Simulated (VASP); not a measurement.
# BeCd3Te4 (P-4m2) in VASP: single point with PBE

Aim: the single point of BeCd3Te4 with PBE.

Program: VASP 6.6.1. These are calculated values, not measurements. Logs are shortened: lines on timing, memory, paths and dates and some standing lists are left out, and cuts for length are marked.

## 1. The cell of the first run

Symmetry: P-4m2, No. 115, tetragonal system. The conventional cell has a = 4.465 Å, b = 4.465 Å, c = 13.038 Å, α = 90.00°, β = 90.00°, γ = 90.00°. Be (site symmetry -4m2) has 4 Te at 2.56 Å within 3.4 Å. Cd (site symmetry 2mm) has 4 Te at 2.84 to 2.85 Å within 3.7 Å. Cd (site symmetry -4m2) has 4 Te at 2.84 Å within 3.7 Å. Within 3.4 Å of Te (site symmetry 2mm) lie 2 Be at 2.56 Å and 2 Cd at 2.85 Å. Within 3.7 Å of Te (site symmetry 2mm) lie 4 Cd at 2.84 Å.

## 2. Single point, PBE

File INCAR:

```
SYSTEM = BeCd3Te4
ALGO     = Normal         ! electronic algorithm
EDIFF    = 1E-6           ! SCF threshold, eV
ENCUT    = 600            ! plane-wave cutoff, eV
GGA      = PE             ! functional
GGA_COMPAT= .FALSE.      
ISIF     = 2              ! what is computed and relaxed
ISMEAR   = 0              ! smearing method
LASPH    = .TRUE.         ! aspherical terms in the spheres
LCHARG   = .FALSE.        ! write CHGCAR
LREAL    = .FALSE.        ! projectors in reciprocal space
LWAVE    = .FALSE.        ! write WAVECAR
NBANDS   = 41             ! bands
NELM     = 120            ! most SCF steps
PREC     = Accurate       ! precision mode
SIGMA    = 0.02           ! smearing width, eV
```

File KPOINTS:

```
k-points
0
G
  6 6 2
  0 0 0
```

File POSCAR:

```
BeCd3Te4
1.0
    4.4648026765      0.0000000000      0.0000000000
    0.0000000000      4.4648026765      0.0000000000
    0.0000000000      0.0000000000     13.0379480881
Be Cd Te
1 3 4
Direct
    0.0000000000      0.0000000000      0.0000000000
    0.5000000000      0.5000000000      0.2318402863
    0.5000000000      0.5000000000      0.7681597137
    0.0000000000      0.0000000000      0.5000000000
    0.0000000000      0.5000000000      0.0962292105
    0.5000000000      0.0000000000      0.9037707895
    0.5000000000      0.0000000000      0.3658920864
    0.0000000000      0.5000000000      0.6341079136
```

Potentials or basis: VASP PAW PBE potentials, release 64 (Be, Cd, Te).

On the command line:

```console
$ cat potpaw_PBE.64/Be/POTCAR potpaw_PBE.64/Cd/POTCAR potpaw_PBE.64/Te/POTCAR > POTCAR
$ mpirun -np 1 vasp_std > vasp.out
```

OUTCAR:

```text
SYSTEM = BeCd3Te4
   EDIFF = 1E-6
   ENCUT = 600
   GGA = PE
   ISIF = 2
   ISMEAR = 0
   LASPH = .TRUE.
   LREAL = .FALSE.
   NELM = 120
   PREC = Accurate

 ion  position               nearest neighbor table
   1  0.000  0.000  0.000-   5 2.56   6 2.56   5 2.56   6 2.56
   2  0.500  0.500  0.232-   7 2.84   7 2.84   5 2.85   5 2.85
   3  0.500  0.500  0.768-   8 2.84   8 2.84   6 2.85   6 2.85
   4  0.000  0.000  0.500-   7 2.84   8 2.84   8 2.84   7 2.84
   5  0.000  0.500  0.096-   1 2.56   1 2.56   2 2.85   2 2.85
   6  0.500  0.000  0.904-   1 2.56   1 2.56   3 2.85   3 2.85
   7  0.500  0.000  0.366-   2 2.84   2 2.84   4 2.84   4 2.84
   8  0.000  0.500  0.634-   3 2.84   3 2.84   4 2.84   4 2.84

  LATTYP: Found a simple tetragonal cell.
 ALAT       =     4.4648026765
 C/A-ratio  =     2.9201622183

  Lattice vectors:

 A1 = (   4.4648026765,   0.0000000000,   0.0000000000)
 A2 = (   0.0000000000,   4.4648026765,   0.0000000000)
 A3 = (   0.0000000000,   0.0000000000,  13.0379480881)

Analysis of symmetry for initial positions (statically):
=====================================================================
 Subroutine PRICEL returns:
 Original cell was already a primitive cell.

 Routine SETGRP: Setting up the symmetry group for a
 simple tetragonal supercell.

 Subroutine GETGRP returns: Found  8 space group operations
 (whereof  8 operations were pure point group operations)
 out of a pool of 16 trial point group operations.

The static configuration has the point symmetry D_2d.

Analysis of symmetry for dynamics (positions and initial velocities):
=====================================================================
 Subroutine PRICEL returns:
 Original cell was already a primitive cell.

 Routine SETGRP: Setting up the symmetry group for a
 simple tetragonal supercell.

 Subroutine GETGRP returns: Found  8 space group operations
 (whereof  8 operations were pure point group operations)
 out of a pool of 16 trial point group operations.

The dynamic configuration has the point symmetry D_2d.

 Subroutine INISYM returns: Found  8 space group operations
 (whereof  8 operations are pure point group operations),
 and found     1 'primitive' translations

----------------------------------------------------------------------------------------

                                     Primitive cell

  volume of cell :     259.9045

  direct lattice vectors                    reciprocal lattice vectors
     4.464802676  0.000000000  0.000000000     0.223974064  0.000000000  0.000000000
     0.000000000  4.464802676  0.000000000     0.000000000  0.223974064  0.000000000
     0.000000000  0.000000000 13.037948088     0.000000000  0.000000000  0.076699186

  length of vectors
     4.464802676  4.464802676 13.037948088     0.223974064  0.223974064  0.076699186

  position of ions in fractional coordinates (direct lattice)
     0.000000000  0.000000000  0.000000000
     0.500000000  0.500000000  0.231840286
     0.500000000  0.500000000  0.768159714
     0.000000000  0.000000000  0.500000000
     0.000000000  0.500000000  0.096229210
     0.500000000  0.000000000  0.903770790
     0.500000000  0.000000000  0.365892086
     0.000000000  0.500000000  0.634107914

  ion indices of the primitive-cell ions
   primitive index   ion index
                 1           1
                 2           2
                 3           3
                 4           4
                 5           5
                 6           6
                 7           7
                 8           8

----------------------------------------------------------------------------------------

 KPOINTS: k-points

Automatic generation of k-mesh.
 Grid dimensions read from file:
 generate k-points for:    6    6    2

 Generating k-lattice:

  Cartesian coordinates                     Fractional coordinates (reciprocal lattice)
     0.037329011  0.000000000  0.000000000     0.166666667  0.000000000  0.000000000
     0.000000000  0.037329011  0.000000000     0.000000000  0.166666667  0.000000000
     0.000000000  0.000000000  0.038349593     0.000000000  0.000000000  0.500000000

  Length of vectors
     0.037329011  0.037329011  0.038349593

  Shift w.r.t. Gamma in fractional coordinates (k-lattice)
     0.000000000  0.000000000  0.000000000

 Subroutine IBZKPT returns following result:
 ===========================================

 Found     20 irreducible k-points:

 Following reciprocal coordinates:
            Coordinates               Weight
  0.000000  0.000000  0.000000      1.000000
  0.166667  0.000000  0.000000      4.000000
  0.333333  0.000000  0.000000      4.000000
  0.500000  0.000000  0.000000      2.000000
  0.166667  0.166667  0.000000      4.000000
  0.333333  0.166667  0.000000      8.000000
[... 12 lines left out ...]
  0.500000  0.333333  0.500000      4.000000
  0.500000  0.500000  0.500000      1.000000
   k-points           NKPTS =     20   k-points in BZ     NKDIM =     20   number of bands    NBANDS=     41
   number of dos      NEDOS =    301   number of ions     NIONS =      8
   total plane-waves  NPLWV = 139968
   dimension x,y,z NGX =    36 NGY =   36 NGZ =  108
   dimension x,y,z NGXF=    72 NGYF=   72 NGZF=  216
   ions per type =               1   3   4
   NGX,Y,Z   is equivalent  to a cutoff of  13.40, 13.40, 13.77 a.u.
   NGXF,Y,Z  is equivalent  to a cutoff of  26.81, 26.81, 27.54 a.u.
 SYSTEM =  BeCd3Te4
   PREC   = accura    normal or accurate (medium, high low for compatibility)
   ISTART =      0    job   : 0-new  1-cont  2-samecut
   ICHARG =      2    charge: 1-file 2-atom 10-const
   ISPIN  =      1    spin polarized calculation?
   LNONCOLLINEAR =      F non collinear calculations
   LSORBIT =      F    spin-orbit coupling
   LASPH  =      T    aspherical Exc in radial PAW
   ENCUT  =  600.0 eV  44.10 Ry    6.64 a.u.   8.92  8.92 26.04*2*pi/ulx,y,z
   NELM   =    120;   NELMIN=  2; NELMDL= -5     # of ELM steps
   EDIFF  = 0.1E-05   stopping-criterion for ELM
   LREAL  =      F    real-space projection
   EDIFFG = 0.1E-04   stopping-criterion for IOM
   NSW    =      0    number of steps for IOM
   IBRION =     -1    ionic relax: 0-MD 1-quasi-New 2-CG
   NFREE  =      0    steps in history (QN), initial steepest desc. (CG)
   ISIF   =      2    stress and relaxation
   ISYM   =      2    0-nonsym 1-usesym 2-fastsym
   POTIM  = 0.5000    time-step for ionic-motion
   TEBEG  =    0.0;   TEEND  =   0.0 temperature during run
   PSTRESS=    0.0 pullay stress
   NELECT =      62.0000    total number of electrons
   NUPDOWN=      -1.0000    fix difference up-down
   EMIN   =  10.00;   EMAX   =-10.00  energy-range for DOS
   EFERMI =   0.00;   METHOD = LEGACY
   ISMEAR =     0;   SIGMA  =   0.02  broadening in eV -4-tet -1-fermi 0-gaus
   EFERMI_NEDOS =   21; number of points for ismear=-14 and -15
   IALGO  =     38    algorithm
   IMIX   =      4    mixing-type and parameters
     AMIX     =   0.40;   BMIX     =  1.00
     AMIX_MAG =   1.60;   BMIX_MAG =  1.00
  volume/ion in A,a.u.               =      32.49       219.24
  Fermi-wavevector in a.u.,A,eV,Ry     =   1.015315  1.918667 14.025763  1.030865
  Thomas-Fermi vector in A             =   2.148594
   LORBIT       =      0    0 simple, 1 ext, 2 COOP (PROOUT), +10 PAW based schemes
   GGA     = PE    functional components
   LHFCALC =     F    Hartree Fock is set to
   AEXX    =    0.0000 exact exchange contribution
   IVDW    =     0    specifies the selected vdW correction
   LEPSILON=     F    determine dielectric tensor
   LRPA    =     F    only Hartree local field effects (RPA)
 non-spin polarized calculation
 Gauss-broadening in eV      SIGMA  =   0.02
  energy-cutoff  :      600.00
  volume of cell :      259.90
 maximum number of plane-waves:      8752
 NGX is ok and might be reduce to    36
   NGX = 17   NGY = 17   NGZ = 53

 number of electron      62.0000007 magnetization

 Free energy of the ion-electron system (eV)
  ---------------------------------------------------
  ext. energy  EPLUGINS =         0.00000000
  ---------------------------------------------------
  free energy    TOTEN  =       -21.64289999 eV

  energy without entropy =      -21.64289999  energy(sigma->0) =      -21.64289999

 E-fermi :   2.6941     XC(G=0):  -8.5080

 val. band max:        2.5658223432   @ k =   0.0000   0.0000   0.0000
 cond. band min:       3.5101881261   @ k =   0.0000   0.0000   0.0000
 fundamental gap:      0.9443657828
 Fermi energy:         2.6940839075

 k-point     1 :       0.0000    0.0000    0.0000
  band No.  band energies     occupation
      1      -8.7850      2.00000
      2      -8.3733      2.00000
      3      -8.2244      2.00000
      4      -7.8608      2.00000
      5      -5.6740      2.00000
      6      -5.6740      2.00000
[... 33 lines left out ...]
     40       6.9095      0.00000
     41       7.0360      0.00000

 k-point     2 :       0.1667    0.0000    0.0000
  band No.  band energies     occupation
      1      -8.6893      2.00000
      2      -8.3241      2.00000
      3      -8.1942      2.00000
      4      -7.8756      2.00000
      5      -5.6720      2.00000
      6      -5.6670      2.00000
[... 33 lines left out ...]
     40       7.0243      0.00000
     41       7.5063      0.00000

 k-point     3 :       0.3333    0.0000    0.0000
  band No.  band energies     occupation
      1      -8.4431      2.00000
      2      -8.2180      2.00000
      3      -8.1411      2.00000
      4      -7.9540      2.00000
      5      -5.6654      2.00000
      6      -5.6496      2.00000
[... 33 lines left out ...]
     40       7.6871      0.00000
     41       7.9349      0.00000

 k-point     4 :       0.5000    0.0000    0.0000
  band No.  band energies     occupation
      1      -8.1922      2.00000
      2      -8.1436      2.00000
      3      -8.1411      2.00000
      4      -8.1128      2.00000
      5      -5.6519      2.00000
      6      -5.6517      2.00000
[... 649 lines left out ...]
     40       7.8454      0.00000
     41       8.0043      0.00000

 k-point    19 :       0.5000    0.3333    0.5000
  band No.  band energies     occupation
      1      -8.0408      2.00000
      2      -8.0408      2.00000
      3      -8.0214      2.00000
      4      -7.9983      2.00000
      5      -5.6228      2.00000
      6      -5.6218      2.00000
[... 33 lines left out ...]
     40       8.1551      0.00000
     41       8.7987      0.00000

 k-point    20 :       0.5000    0.5000    0.5000
  band No.  band energies     occupation
      1      -8.0076      2.00000
      2      -8.0076      2.00000
      3      -7.9594      2.00000
      4      -7.9594      2.00000
      5      -5.6090      2.00000
      6      -5.6090      2.00000
[... 33 lines left out ...]
     40       9.4564      0.00000
     41       9.4708      0.00000

------------------------ aborting loop because EDIFF is reached ----------------------------------------

  FORCE on cell =-STRESS in cart. coord.  units (eV):
  Direction    XX          YY          ZZ          XY          YZ          ZX
  --------------------------------------------------------------------------------------
  -------------------------------------------------------------------------------------
  Total        0.1183006      0.1183006      0.1458502      0.0000000      0.0000000     -0.0000000
  in kB        0.7292622      0.7292622      0.8990914      0.0000000      0.0000000     -0.0000000
  external PRESSURE =       0.7858719 kB  Pullay stress =       0.0000000 kB

 VOLUME and BASIS-vectors are now :
 -----------------------------------------------------------------------------
  energy-cutoff  :      600.00
  volume of cell :      259.90
      direct lattice vectors                 reciprocal lattice vectors
     4.464802676  0.000000000  0.000000000     0.223974064  0.000000000  0.000000000
     0.000000000  4.464802676  0.000000000     0.000000000  0.223974064  0.000000000
     0.000000000  0.000000000 13.037948088     0.000000000  0.000000000  0.076699186

 POSITION                                       TOTAL-FORCE (eV/Angst)
 -----------------------------------------------------------------------------------
      0.00000      0.00000      0.00000        -0.000000     -0.000000      0.000000
      2.23240      2.23240      3.02272         0.000000      0.000000     -0.000481
      2.23240      2.23240     10.01523        -0.000000     -0.000000      0.000481
      0.00000      0.00000      6.51897        -0.000000     -0.000000      0.000000
      0.00000      2.23240      1.25463        -0.000000     -0.000000     -0.005004
      2.23240      0.00000     11.78332        -0.000000     -0.000000      0.005004
      2.23240      0.00000      4.77048        -0.000000     -0.000000     -0.002854
      0.00000      2.23240      8.26747        -0.000000     -0.000000      0.002854
 -----------------------------------------------------------------------------------
    total drift:                                0.000000      0.000000      0.000000

  FREE ENERGIE OF THE ION-ELECTRON SYSTEM (eV)
  ---------------------------------------------------
  free  energy   TOTEN  =       -21.6428999877 eV

  energy  without entropy=      -21.6428999877  energy(sigma->0) =      -21.64289999
```

It took 8.2 min on 1 thread of Intel Xeon 8259CL, shared host; peak memory 0.51 GiB.

What came out:

```
Free energy            : -21.6429 eV
Pressure               : 0.1 GPa
Largest force          : 0.005 eV/Å
Band gap on the k mesh : 0.94 eV
```

Forces in eV/Å, atoms in the order of the input:
```
Be   0.000  0.000  0.000
Cd   0.000  0.000  0.000
Cd   0.000  0.000  0.000
Cd   0.000  0.000  0.000
Te   0.000  0.000 -0.005
Te   0.000  0.000  0.005
Te   0.000  0.000 -0.003
Te   0.000  0.000  0.003
```

Caveat: spin-orbit coupling is left out, which moves the levels of the heavy elements.
